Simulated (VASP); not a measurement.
# TePb (Pm-3m) in VASP: further runs

TePb is run at these levels: PBE; tasks: single point.

All numbers are computed with VASP 6.6.1; they aren't measurements. Logs are shortened: lines on timing, memory, paths and dates and some standing lists are left out, and cuts for length are marked.

### 1 The cell of the first run

The structure is cubic, space group Pm-3m (No. 221). Conventional cell: a = 4.002 Å, b = 4.002 Å, c = 4.002 Å, α = 90.00°, β = 90.00°, γ = 90.00°. Pb (site symmetry m-3m) has 8 Te at 3.47 Å and 6 Pb at 4.00 Å within 4.6 Å. Te (site symmetry m-3m) has 8 Pb at 3.47 Å and 6 Te at 4.00 Å within 4.6 Å.

### 2 Single point, PBE

Input file INCAR:

```
SYSTEM = TePb
PREC = Accurate ; ENCUT = 520
EDIFF = 1E-7 ; ISMEAR = 0
SIGMA = 0.02 ; LREAL = .FALSE.
LASPH = .TRUE. ; NELM = 100
ALGO = Normal ; ISIF = 2
LWAVE = .FALSE. ; LCHARG = .TRUE.
GGA = PE ; LELF = .TRUE.
LVHAR = .TRUE. ; NBANDS = 17
```

Input file KPOINTS:

```
Automatic mesh
0
G
  7 7 7
  0 0 0
```

Input file POSCAR:

```
TePb
1.0
    4.0022870000      0.0000000000      0.0000000000
    0.0000000000      4.0022870000      0.0000000000
    0.0000000000      0.0000000000      4.0022870000
Pb Te
1 1
Direct
    0.0000000000      0.0000000000      0.0000000000
    0.5000000000      0.5000000000      0.5000000000
```

Potentials or basis: VASP PAW PBE potentials, release 64 (Pb_d, Te).

Launch:

```bash
> cat potpaw_PBE.64/Pb_d/POTCAR potpaw_PBE.64/Te/POTCAR > POTCAR
> mpirun -np 1 vasp_std > vasp.out
```

OUTCAR:

```text
SYSTEM = TePb
   PREC = Accurate
   ENCUT = 520
   EDIFF = 1E-7
   ISMEAR = 0
   LREAL = .FALSE.
   LASPH = .TRUE.
   NELM = 100
   ISIF = 2
   GGA = PE

 ion  position               nearest neighbor table
   1  0.000  0.000  0.000-   2 3.47   2 3.47   2 3.47   2 3.47   2 3.47   2 3.47   2 3.47   2 3.47

   2  0.500  0.500  0.500-   1 3.47   1 3.47   1 3.47   1 3.47   1 3.47   1 3.47   1 3.47   1 3.47

  LATTYP: Found a simple cubic cell.
 ALAT       =     4.0022870000

  Lattice vectors:

 A1 = (   4.0022870000,   0.0000000000,   0.0000000000)
 A2 = (   0.0000000000,   4.0022870000,   0.0000000000)
 A3 = (   0.0000000000,   0.0000000000,   4.0022870000)

Analysis of symmetry for initial positions (statically):
=====================================================================
 Subroutine PRICEL returns:
 Original cell was already a primitive cell.

 Routine SETGRP: Setting up the symmetry group for a
 simple cubic supercell.

 Subroutine GETGRP returns: Found 48 space group operations
 (whereof 48 operations were pure point group operations)
 out of a pool of 48 trial point group operations.

The static configuration has the point symmetry O_h .

Analysis of symmetry for dynamics (positions and initial velocities):
=====================================================================
 Subroutine PRICEL returns:
 Original cell was already a primitive cell.

 Routine SETGRP: Setting up the symmetry group for a
 simple cubic supercell.

 Subroutine GETGRP returns: Found 48 space group operations
 (whereof 48 operations were pure point group operations)
 out of a pool of 48 trial point group operations.

The dynamic configuration has the point symmetry O_h .

 Subroutine INISYM returns: Found 48 space group operations
 (whereof 48 operations are pure point group operations),
 and found     1 'primitive' translations

----------------------------------------------------------------------------------------

                                     Primitive cell

  volume of cell :      64.1098

  direct lattice vectors                    reciprocal lattice vectors
     4.002287000  0.000000000  0.000000000     0.249857144  0.000000000  0.000000000
     0.000000000  4.002287000  0.000000000     0.000000000  0.249857144  0.000000000
     0.000000000  0.000000000  4.002287000     0.000000000  0.000000000  0.249857144

  length of vectors
     4.002287000  4.002287000  4.002287000     0.249857144  0.249857144  0.249857144

  position of ions in fractional coordinates (direct lattice)
     0.000000000  0.000000000  0.000000000
     0.500000000  0.500000000  0.500000000

  ion indices of the primitive-cell ions
   primitive index   ion index
                 1           1
                 2           2

----------------------------------------------------------------------------------------

 KPOINTS: Automatic mesh

Automatic generation of k-mesh.
 Grid dimensions read from file:
 generate k-points for:    7    7    7

 Generating k-lattice:

  Cartesian coordinates                     Fractional coordinates (reciprocal lattice)
     0.035693878  0.000000000  0.000000000     0.142857143  0.000000000  0.000000000
     0.000000000  0.035693878  0.000000000     0.000000000  0.142857143  0.000000000
     0.000000000  0.000000000  0.035693878     0.000000000  0.000000000  0.142857143

  Length of vectors
     0.035693878  0.035693878  0.035693878

  Shift w.r.t. Gamma in fractional coordinates (k-lattice)
     0.000000000  0.000000000  0.000000000

 Subroutine IBZKPT returns following result:
 ===========================================

 Found     20 irreducible k-points:

 Following reciprocal coordinates:
            Coordinates               Weight
  0.000000  0.000000  0.000000      1.000000
  0.142857  0.000000  0.000000      6.000000
  0.285714  0.000000  0.000000      6.000000
  0.428571  0.000000  0.000000      6.000000
  0.142857  0.142857  0.000000     12.000000
  0.285714  0.142857  0.000000     24.000000
[... 12 lines left out ...]
  0.428571  0.428571  0.285714     24.000000
  0.428571  0.428571  0.428571      8.000000
   k-points           NKPTS =     20   k-points in BZ     NKDIM =     20   number of bands    NBANDS=     17
   number of dos      NEDOS =    301   number of ions     NIONS =      2
   total plane-waves  NPLWV =  27000
   dimension x,y,z NGX =    30 NGY =   30 NGZ =   30
   dimension x,y,z NGXF=    60 NGYF=   60 NGZF=   60
   ions per type =               1   1
   NGX,Y,Z   is equivalent  to a cutoff of  12.46, 12.46, 12.46 a.u.
   NGXF,Y,Z  is equivalent  to a cutoff of  24.92, 24.92, 24.92 a.u.
 SYSTEM =  TePb
   PREC   = accura    normal or accurate (medium, high low for compatibility)
   ISTART =      0    job   : 0-new  1-cont  2-samecut
   ICHARG =      2    charge: 1-file 2-atom 10-const
   ISPIN  =      1    spin polarized calculation?
   LNONCOLLINEAR =      F non collinear calculations
   LSORBIT =      F    spin-orbit coupling
   LASPH  =      T    aspherical Exc in radial PAW
   ENCUT  =  520.0 eV  38.22 Ry    6.18 a.u.   7.44  7.44  7.44*2*pi/ulx,y,z
   NELM   =    100;   NELMIN=  2; NELMDL= -5     # of ELM steps
   EDIFF  = 0.1E-06   stopping-criterion for ELM
   LREAL  =      F    real-space projection
   EDIFFG = 0.1E-05   stopping-criterion for IOM
   NSW    =      0    number of steps for IOM
   IBRION =     -1    ionic relax: 0-MD 1-quasi-New 2-CG
   NFREE  =      0    steps in history (QN), initial steepest desc. (CG)
   ISIF   =      2    stress and relaxation
   ISYM   =      2    0-nonsym 1-usesym 2-fastsym
   POTIM  = 0.5000    time-step for ionic-motion
   TEBEG  =    0.0;   TEEND  =   0.0 temperature during run
   PSTRESS=    0.0 pullay stress
   NELECT =      20.0000    total number of electrons
   NUPDOWN=      -1.0000    fix difference up-down
   EMIN   =  10.00;   EMAX   =-10.00  energy-range for DOS
   EFERMI =   0.00;   METHOD = LEGACY
   ISMEAR =     0;   SIGMA  =   0.02  broadening in eV -4-tet -1-fermi 0-gaus
   EFERMI_NEDOS =   21; number of points for ismear=-14 and -15
   IALGO  =     38    algorithm
   IMIX   =      4    mixing-type and parameters
     AMIX     =   0.40;   BMIX     =  1.00
     AMIX_MAG =   1.60;   BMIX_MAG =  1.00
  volume/ion in A,a.u.               =      32.05       216.32
  Fermi-wavevector in a.u.,A,eV,Ry     =   1.110307  2.098177 16.773027  1.232783
  Thomas-Fermi vector in A             =   2.246857
   LORBIT       =      0    0 simple, 1 ext, 2 COOP (PROOUT), +10 PAW based schemes
   GGA     = PE    functional components
   LHFCALC =     F    Hartree Fock is set to
   AEXX    =    0.0000 exact exchange contribution
   IVDW    =     0    specifies the selected vdW correction
   LEPSILON=     F    determine dielectric tensor
   LRPA    =     F    only Hartree local field effects (RPA)
 non-spin polarized calculation
 Gauss-broadening in eV      SIGMA  =   0.02
  energy-cutoff  :      520.00
  volume of cell :       64.11
 maximum number of plane-waves:      1751
 NGX is ok and might be reduce to    30
   NGX = 15   NGY = 15   NGZ = 15

 number of electron      20.0000009 magnetization

 Free energy of the ion-electron system (eV)
  ---------------------------------------------------
  ext. energy  EPLUGINS =         0.00000000
  ---------------------------------------------------
  free energy    TOTEN  =        -7.05210588 eV

  energy without entropy =       -7.05065813  energy(sigma->0) =       -7.05138200

 E-fermi :   6.4008     XC(G=0):  -9.6814

 val. band max:        6.3988733889   @ k =   0.4286   0.2857   0.0000
 cond. band min:       6.4090629623   @ k =   0.4286   0.4286   0.2857
 fundamental gap:      0.0101895734
 Fermi energy:         6.4007929672

 k-point     1 :       0.0000    0.0000    0.0000
  band No.  band energies     occupation
      1     -10.7866      2.00000
      2     -10.7866      2.00000
      3     -10.7034      2.00000
      4     -10.7034      2.00000
      5     -10.7034      2.00000
      6      -5.7666      2.00000
[... 9 lines left out ...]
     16      16.3462      0.00000
     17      17.4103      0.00000

 k-point     2 :       0.1429    0.0000    0.0000
  band No.  band energies     occupation
      1     -10.7860      2.00000
      2     -10.7736      2.00000
      3     -10.7082      2.00000
      4     -10.7082      2.00000
      5     -10.7031      2.00000
      6      -5.6045      2.00000
[... 9 lines left out ...]
     16      16.4264      0.00000
     17      16.7867      0.00000

 k-point     3 :       0.2857    0.0000    0.0000
  band No.  band energies     occupation
      1     -10.7845      2.00000
      2     -10.7445      2.00000
      3     -10.7188      2.00000
      4     -10.7188      2.00000
      5     -10.7023      2.00000
      6      -5.1443      2.00000
[... 9 lines left out ...]
     16      14.6946      0.00000
     17      16.9726      0.00000

 k-point     4 :       0.4286    0.0000    0.0000
  band No.  band energies     occupation
      1     -10.7833      2.00000
      2     -10.7273      2.00000
      3     -10.7273      2.00000
      4     -10.7212      2.00000
      5     -10.7017      2.00000
      6      -4.5519      2.00000
[... 9 lines left out ...]
     16      16.9774      0.00000
     17      17.8156      0.00000
[... 263 lines left out ...]
      1     -10.7501      2.00000
      2     -10.7440      2.00000
      3     -10.7329      2.00000
      4     -10.7178      2.00000
      5     -10.6940      2.00000
      6      -3.7636      2.00000
[... 9 lines left out ...]
     16      15.9403      0.00000
     17      18.2379      0.00000

 k-point    19 :       0.4286    0.4286    0.2857
  band No.  band energies     occupation
      1     -10.7597      2.00000
      2     -10.7430      2.00000
      3     -10.7424      2.00000
      4     -10.7054      2.00000
      5     -10.6807      2.00000
      6      -3.5385      2.00000
[... 9 lines left out ...]
     16      17.4612      0.00000
     17      18.6435      0.00000

 k-point    20 :       0.4286    0.4286    0.4286
  band No.  band energies     occupation
      1     -10.7552      2.00000
      2     -10.7534      2.00000
      3     -10.7534      2.00000
      4     -10.6802      2.00000
      5     -10.6802      2.00000
      6      -3.3808      2.00000
[... 9 lines left out ...]
     16      18.8136      0.00000
     17      20.8007      0.00000

------------------------ aborting loop because EDIFF is reached ----------------------------------------

  FORCE on cell =-STRESS in cart. coord.  units (eV):
  Direction    XX          YY          ZZ          XY          YZ          ZX
  --------------------------------------------------------------------------------------
  -------------------------------------------------------------------------------------
  Total        0.0187285      0.0187285      0.0187285      0.0000000     -0.0000000      0.0000000
  in kB        0.4680456      0.4680456      0.4680456      0.0000000     -0.0000000      0.0000000
  external PRESSURE =       0.4680456 kB  Pullay stress =       0.0000000 kB

 VOLUME and BASIS-vectors are now :
 -----------------------------------------------------------------------------
  energy-cutoff  :      520.00
  volume of cell :       64.11
      direct lattice vectors                 reciprocal lattice vectors
     4.002287000  0.000000000  0.000000000     0.249857144  0.000000000  0.000000000
     0.000000000  4.002287000  0.000000000     0.000000000  0.249857144  0.000000000
     0.000000000  0.000000000  4.002287000     0.000000000  0.000000000  0.249857144

 POSITION                                       TOTAL-FORCE (eV/Angst)
 -----------------------------------------------------------------------------------
      0.00000      0.00000      0.00000         0.000000      0.000000      0.000000
      2.00114      2.00114      2.00114         0.000000      0.000000      0.000000
 -----------------------------------------------------------------------------------
    total drift:                                0.000000     -0.000000     -0.000000

  FREE ENERGIE OF THE ION-ELECTRON SYSTEM (eV)
  ---------------------------------------------------
  free  energy   TOTEN  =        -7.0521058782 eV

  energy  without entropy=       -7.0506581312  energy(sigma->0) =       -7.05138200
```

Wall time 11 s (1 thread of Intel Xeon 6975P-C, shared host); peak memory 0.18 GiB.

What came out:

| Property | Result |
| --- | --- |
| Free energy | -7.0521 eV |
| Pressure | 0.0 GPa |
| Band gap on the k mesh | zero (band 10 reaches 6.57 eV, above the bottom of band 11 at 5.77 eV) |

Levels at points of the mesh, in eV from the Fermi level:
```csv
k point,band 7,band 8,band 9,band 10,band 11,band 12,band 13,band 14
"(0.00, 0.00, 0.00)",-6.79,-1.57,-1.57,-1.57,4.00,4.00,5.22,5.22
```

Caveat: spin-orbit coupling is left out, which moves the levels of the heavy elements.

[end of part 1 of 2]
